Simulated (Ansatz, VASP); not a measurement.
Two plane-wave programs on NaCl

```
CELL_PARAMETERS angstrom
3.97394 0.00000 0.00000
1.98697 3.44153 0.00000
1.98697 1.14718 3.24471
ATOMIC_POSITIONS crystal
Na 0.00000 0.00000 0.00000
Cl 0.50000 0.50000 0.50000
```

Alike in both runs: task single point; functional PBE; k mesh 6 × 6 × 6; no spin polarisation.

```csv
,VASP,Ansatz
version,VASP 6.6.1,Ansatz 0.2.0
potentials or method,"VASP PAW PBE potentials, release 64 (Na_pv, Cl)","plane waves, PAW"
plane-wave cutoff (eV),500,420
occupations,"gaussian, width 0.01 eV",fixed
valence electrons in the cell,14,16
```

```tsv
	VASP	Ansatz	Ansatz less VASP
gap on the k mesh at the Fermi level (eV)	5.15	5.15	+0.001
```

VASP's potentials hold 14 valence electrons a cell and Ansatz's 16, so a difference there can come from the potentials and not from the codes.
